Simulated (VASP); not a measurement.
Wanted: the native input for a VASP 6.6.1 run.

- Task: single point
- Functional: LDA
- Potentials or basis: VASP PAW LDA potentials, release 64 (Cs_sv, Ca_sv, Br)
- Cutoff: 520 eV
- k mesh: 6 × 6 × 6
- Occupations: gaussian, width 0.05 eV
- Spin: no spin polarisation
- Dipole correction: no
- Further INCAR settings: ALGO = Normal; EDIFF = 1e-06; NBANDS = 28

The structure of CsCaBr3 lies in POSCAR:

```
CsCaBr3
1.0
    5.2306239289      0.0000000000      0.0000000000
    0.0000000000      5.2306239289      0.0000000000
    0.0000000000      0.0000000000      6.7998111076
Cs Ca Br
1 1 3
Direct
    0.0000000000      0.0000000000      0.0000000000
    0.5000000000      0.5000000000      0.5000000000
    0.5000000000      0.0000000000      0.5000000000
    0.0000000000      0.5000000000      0.5000000000
    0.5000000000      0.5000000000      0.0000000000
```

This cell differs from its parent crystal: ratio of the length along z to the lengths across it x 1.3, volume and fractional coordinates fixed.

These files were run (other wordings do the same):

INCAR

```
SYSTEM = CsCaBr3
ALGO = Normal
EDIFF = 1E-6
ENCUT = 520
ISIF = 2
ISMEAR = 0
LASPH = .TRUE.
LCHARG = .TRUE.
LELF = .TRUE.
LREAL = .FALSE.
LVHAR = .TRUE.
LWAVE = .FALSE.
NBANDS = 28
NELM = 60
PREC = Accurate
SIGMA = 0.05
```

KPOINTS

```
k-points
0
G
  6 6 6
  0 0 0
```

Potentials or basis: VASP PAW LDA potentials, release 64 (Cs_sv, Ca_sv, Br).

Command:

```sh
$ cat potpaw_LDA.64/Cs_sv/POTCAR potpaw_LDA.64/Ca_sv/POTCAR potpaw_LDA.64/Br/POTCAR > POTCAR
$ mpirun -np 1 vasp_std > vasp.out
```

It gave:

| Item | Value |
| --- | --- |
| Pressure | 0.8 GPa |
| Band gap on the k mesh | 3.45 eV (least direct gap 3.95 eV) |

Caveat: the stress differs along the axes, from -4 to 3 GPa; spin-orbit coupling is left out, which moves the levels of the heavy elements.

Wall time 6.3 min on 1 thread of Intel Xeon 8259CL (shared host), peak memory 0.36 GiB.
